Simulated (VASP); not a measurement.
Input of a VASP 6.6.1 run:

INCAR

```
SYSTEM = MgS
ALGO = Normal
EDIFF = 1E-6
ENCUT = 520
GGA = PE
ISIF = 2
ISMEAR = 0
LASPH = .True.
LCHARG = .False.
LREAL = .False.
LWAVE = .False.
NBANDS = 16
NELM = 100
PREC = Accurate
SIGMA = 0.01
```

KPOINTS

```
k-points
0
Gamma
  6 6 4
  0 0 0
```

File POSCAR:

```
MgS
1.0
    4.0286256320      0.0000000000      0.0000000000
   -2.0143128160      3.4888921397      0.0000000000
    0.0000000000      0.0000000000      6.4543927776
Mg S
2 2
Direct
    0.3333333333      0.6666666667     -0.0028727191
    0.6666666667      0.3333333333      0.4971272809
    0.3333333333      0.6666666667      0.3778727191
    0.6666666667      0.3333333333      0.8778727191
```

Potentials or basis: VASP PAW PBE potentials, release 64 (Mg, S).

Launch:

```bash
$ cat potpaw_PBE.64/Mg/POTCAR potpaw_PBE.64/S/POTCAR > POTCAR
$ mpirun -np 1 vasp_std > vasp.out
```

Task: Predict the pressure.

Result: 0.9 GPa.

Task: What does it give for the band gap on the k mesh?

Result: 3.47 eV.

Task: Estimate the largest force.

Result: 0.004 eV/Å.

Forces in eV/Å, atoms in the order of the input:
```
Mg   0.000  0.000 -0.004
Mg   0.000  0.000 -0.004
S    0.000  0.000  0.004
S    0.000  0.000  0.004
```
